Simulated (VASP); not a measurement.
Here is a VASP 6.6.1 calculation.

Contents of INCAR:

```
SYSTEM = BeAu
PREC = Accurate
ENCUT = 600
EDIFF = 1E-6
ISMEAR = 0
SIGMA = 0.1
LREAL = .False.
LASPH = .True.
NELM = 60
ALGO = Fast
ISIF = 3
LWAVE = .False.
LCHARG = .False.
GGA = CA
IBRION = 2
NSW = 70
EDIFFG = -0.005
```

File KPOINTS:

```
Automatic mesh
0
Gamma
  8 8 8
  0 0 0
```

The input POSCAR:

```
BeAu
1.0
    4.7117317749      0.0000000000      0.0000000000
    0.0000000000      4.7117317749      0.0000000000
    0.0000000000      0.0000000000      4.7117317749
Be Au
4 4
Direct
    0.8461152471      0.8461152471      0.8461152471
    0.6538847529      0.1538847529      0.3461152471
    0.3461152471      0.6538847529      0.1538847529
    0.1538847529      0.3461152471      0.6538847529
    0.1548561807      0.1548561807      0.1548561807
    0.3451438193      0.8451438193      0.6548561807
    0.6548561807      0.3451438193      0.8451438193
    0.8451438193      0.6548561807      0.3451438193
```

Potentials or basis: VASP PAW LDA potentials, release 64 (Be, Au).

Command:

```console
$ cat potpaw_LDA.64/Be/POTCAR potpaw_LDA.64/Au/POTCAR > POTCAR
$ mpirun -np 1 vasp_std > vasp.out
```

Problem. Estimate the space group after relaxing (to 0.1 Å).

Solution. P2_13 (No. 198).

Problem. Predict the band gap on the k mesh.

Solution. Zero (bands 26 and 27 overlap by 1.97 eV).

Step by step:
| step | energy change (eV) | largest force (eV/Å) | pressure (GPa) | volume (Å³) |
| --- | --- | --- | --- | --- |
| 1 | 0.0000 | 0.0750 | -8.75 | 104.60 |
| 2 | -0.0278 | 0.0080 | 9.81 | 94.16 |
| 3 | -0.1652 | 0.0505 | -0.03 | 98.92 |
| 4 | -0.1652 | 0.0494 | 0.13 | 98.81 |
| 5 | -0.1656 | 0.0399 | 0.14 | 98.81 |
| 6 | -0.1665 | 0.0153 | 0.16 | 98.82 |
| 7 | -0.1660 | 0.0299 | 0.22 | 98.83 |
| 8 | -0.1666 | 0.0034 | 0.18 | 98.82 |
| 9 | -0.1663 | 0.0017 | -0.49 | 99.18 |
| 10 | -0.1667 | 0.0022 | -0.04 | 98.93 |

Caveat: spin-orbit coupling is left out, which moves the levels of the heavy elements. LDA usually gives volumes a few per cent too small.
